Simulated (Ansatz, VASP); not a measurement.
Pt in VASP and in Ansatz

```
CELL_PARAMETERS angstrom
4.67919 0.00000 0.00000
-2.33959 4.05229 0.00000
0.00000 0.00000 2.79012
ATOMIC_POSITIONS crystal
Pt 0.00000 0.00000 0.00000
Pt 0.33333 0.66667 0.50000
Pt 0.66667 0.33333 0.50000
```

Alike in both runs: task single point; functional RPBE; k mesh 9 × 9 × 13; occupations fermi-dirac, width 0.1 eV; no spin polarisation.

|  | VASP | Ansatz |
| --- | --- | --- |
| version | VASP 6.6.1 | Ansatz 0.2.0 |
| potentials or method | VASP PAW PBE potentials, release 64 (Pt), cutoff 520 eV | plane waves (420 eV) with PAW, scalar-relativistic |
| valence electrons in the cell | 30 | 54 |

```csv
,VASP,Ansatz,Ansatz less VASP
pressure (GPa),-13.7,-13.3,+0.33
"traceless stress, the component that is largest in VASP (GPa)",0.35,0.37,+0.015
```

VASP's potentials were made for PBE, not for RPBE. With one functional, cell and mesh, what is left measures potentials, basis and numerics. VASP's potentials hold 30 valence electrons a cell and Ansatz's 54, so a difference there can come from the potentials and not from the codes.

Neither program's run includes spin-orbit coupling.
